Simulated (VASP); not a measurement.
Here is a VASP 6.6.1 calculation.

INCAR

```
SYSTEM = Be3Zn2Cd2Hg3S10
PREC = Accurate
ENCUT = 520
EDIFF = 1E-6
ISMEAR = 0
SIGMA = 0.02
LREAL = Auto
LASPH = .True.
NELM = 60
ALGO = Normal
ISIF = 2
LWAVE = .False.
LCHARG = .False.
GGA = PE
NBANDS = 91
```

The input KPOINTS:

```
Automatic mesh
0
Gamma
  4 4 3
  0 0 0
```

POSCAR

```
Be3Zn2Cd2Hg3S10
1.0
    2.7828910000      2.7840730000      5.4430880000
   -2.7644280000     -2.7700760000      5.4268580000
    8.3399170000     -5.5649720000      2.7243350000
Be S Zn Cd Hg
3 10 2 2 3
Direct
    0.9980417822      0.9915684669      0.0152875910
    0.8116352059      0.9961691445      0.3818247547
    0.9085757748      0.4798431121      0.1946460910
    0.5835592210      0.9074748245      0.5591905306
    0.4916791046      0.3898889448      0.8038792308
    0.9829149670      0.9064713758      0.8254637920
    0.3421147619      0.8717414594      0.9981003127
    0.8193110753      0.8464471165      0.1981735702
    0.7180389204      0.3403906946      0.3620278959
    0.1245230242      0.8963600036      0.4184869512
    0.0887242694      0.3689962265      0.6078051860
    0.8569599185      0.3458738388      0.0346938736
    0.2412857733      0.3871810267      0.1867859588
    0.1921603990      0.0060815381      0.6070922291
    0.4948220460      0.4999026389      0.0065630617
    0.6032265625      0.9950420509      0.7895735565
    0.3064941007      0.5005586834      0.3903732972
    0.0816193973      0.5042632449      0.8311215933
    0.4158141185      0.9849379709      0.2046684736
    0.7092301979      0.5042748028      0.5739725016
```

Potentials or basis: VASP PAW PBE potentials, release 64 (Be, S, Zn, Cd, Hg).

Command:

```bash
$ cat potpaw_PBE.64/Be/POTCAR potpaw_PBE.64/S/POTCAR potpaw_PBE.64/Zn/POTCAR potpaw_PBE.64/Cd/POTCAR potpaw_PBE.64/Hg/POTCAR > POTCAR
$ mpirun -np 1 vasp_std > vasp.out
```

Estimate the pressure.

0.2 GPa.

Estimate the band gap on the k mesh.

1.29 eV (least direct gap 1.30 eV).

Forces on the atoms (eV/Å):
```
Be  -0.003  0.008  0.009
Be   0.000  0.001  0.026
Be  -0.003 -0.002  0.038
S   -0.001 -0.045 -0.017
S    0.015 -0.001  0.008
S   -0.022  0.000  0.005
S    0.002 -0.016 -0.033
S    0.034  0.045 -0.027
S    0.038  0.026 -0.034
S   -0.038 -0.017 -0.007
S    0.022  0.021 -0.014
S    0.011  0.016 -0.034
S   -0.056 -0.045 -0.015
Zn   0.006  0.004 -0.004
Zn  -0.007 -0.008  0.016
Cd   0.009  0.010 -0.003
Cd  -0.006 -0.001  0.016
Hg  -0.005 -0.006  0.018
Hg   0.014  0.007  0.024
Hg  -0.008  0.000  0.027
```

Caveat: spin-orbit coupling is left out, which moves the levels of the heavy elements.
